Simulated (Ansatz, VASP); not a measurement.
**SnTe: VASP beside Ansatz**

```
Sn Te
1.0
     0.00000    3.18806    3.15650
     3.18806    0.00000    3.15650
     3.18806    3.18806    0.00000
Sn Te
1 1
Direct
  0.00000 0.00000 0.00000
  0.50000 0.50000 0.50000
```

Change from the starting cell: equal xx and yy strain of +1 %, crystal datasets.

Alike in both runs: task electric field gradients; functional PBEsol; k mesh 11 × 11 × 11; occupations fermi-dirac, width 0.08 eV; no spin polarisation.

```csv
,VASP,Ansatz
version,VASP 6.6.1,Ansatz 0.2.0
potentials or method,"VASP PAW PBE potentials, release 64 (Sn_d, Te), cutoff 520 eV","all-electron PAW with datasets made for the crystal, scalar-relativistic"
```

|  | VASP | Ansatz | Ansatz less VASP |
| --- | --- | --- | --- |
| pressure (GPa) | -1.4 | -1.4 | 0.00 |
| traceless stress, the component that is largest in VASP (GPa) | 0.80 | 0.79 | -0.003 |
| size of Vzz on the site where it differs most (V/Å²) | 14.8 | 15.3 | +0.49 |

VASP's potentials were made for PBE, not for PBEsol. Ansatz ran all-electron here, and VASP with PAW potentials.

Spin-orbit coupling is off throughout.
